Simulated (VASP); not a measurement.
Te2Mo: single point with r2SCAN+U

The system is Te2Mo.

```
CELL_PARAMETERS angstrom
3.51820 0.00000 0.00000
-1.75910 3.04685 0.00000
0.00000 0.00000 13.97360
ATOMIC_POSITIONS crystal
Te 0.33333 0.66667 0.62100
Te 0.66667 0.33333 0.12100
Te 0.33333 0.66667 0.87900
Te 0.66667 0.33333 0.37900
Mo 0.33333 0.66667 0.25000
Mo 0.66667 0.33333 0.75000
```

```json
{
  "Program": "VASP 6.6.1",
  "Task": "single point",
  "Functional": "r2SCAN",
  "Potentials or basis": "VASP PAW PBE potentials, release 64 (Te, Mo_sv)",
  "Cutoff": "520 eV",
  "k mesh": "6 × 6 × 2",
  "Occupations": "gaussian, width 0.05 eV",
  "Spin": "collinear spin, antiferromagnetic start",
  "Starting moments": "[0.02, -0.02, 0.02, -0.02, 0.07, -0.07] μB",
  "Hubbard terms": "Mo d U = 4.0 eV"
}
```

| Property | Result |
| --- | --- |
| Pressure | 3.8 GPa |
| Largest force | 0.170 eV/Å |
| Band gap on the k mesh | 0.92 eV, indirect (least direct gap 1.12 eV) |
| Net moment | 0.00 μB per cell |
| Valence electrons inside the program's atomic spheres | Te 3.49; Mo 12.28 |

Forces on the atoms (eV/Å):
```
Te   0.000  0.000 -0.170
Te   0.000  0.000 -0.170
Te   0.000  0.000  0.170
Te   0.000  0.000  0.170
Mo   0.000  0.000  0.000
Mo   0.000  0.000  0.000
```

Stress tensor (GPa, compression positive):
```
3.81 0.00 0.00
0.00 3.81 0.00
0.00 0.00 3.65
```

Levels at points of the mesh, in eV from the valence-band top:
Spin up:
```csv
k point,band 23,band 24,band 25,band 26,band 27,band 28,band 29,band 30
"(0.00, 0.00, 0.00)",-1.15,-1.07,-0.52,0.00,2.95,2.95,3.09,3.09
"(0.50, 0.00, 0.00)",-1.14,-1.06,-0.81,-0.51,1.37,1.43,1.60,1.91
"(0.00, 0.00, 0.50)",-1.16,-1.16,-0.12,-0.12,2.99,2.99,2.99,2.99
"(0.50, 0.00, 0.50)",-1.08,-1.08,-0.66,-0.66,1.40,1.40,1.77,1.77
```
Spin down:
| k point | band 23 | band 24 | band 25 | band 26 | band 27 | band 28 | band 29 | band 30 |
| --- | --- | --- | --- | --- | --- | --- | --- | --- |
| (0.00, 0.00, 0.00) | -1.15 | -1.07 | -0.52 | 0.00 | 2.95 | 2.95 | 3.09 | 3.09 |
| (0.50, 0.00, 0.00) | -1.14 | -1.06 | -0.81 | -0.51 | 1.37 | 1.43 | 1.60 | 1.91 |
| (0.00, 0.00, 0.50) | -1.16 | -1.16 | -0.12 | -0.12 | 2.99 | 2.99 | 2.99 | 2.99 |
| (0.50, 0.00, 0.50) | -1.08 | -1.08 | -0.66 | -0.66 | 1.40 | 1.40 | 1.77 | 1.77 |

Eigenvalues of the final occupation matrices:
| site | spin | trace | eigenvalues |
| --- | --- | --- | --- |
| site 5 d | 1 | 1.96 | 0.39 0.39 0.39 0.40 0.40 |
| site 5 d | 2 | 1.96 | 0.39 0.39 0.39 0.40 0.40 |
| site 6 d | 1 | 1.96 | 0.39 0.39 0.39 0.40 0.40 |
| site 6 d | 2 | 1.96 | 0.39 0.39 0.39 0.40 0.40 |

It took 18 min on 1 thread of Oxide Virtual Turin-like Processor, on a shared host, peak memory 0.4 GiB.

Caveat: the PAW data sets were made with another functional, which shifts forces and pressure a little; spin-orbit coupling is left out, which moves the levels of the heavy elements; the U is typed as a test and isn't derived for this compound. A k mesh can miss the band edges.
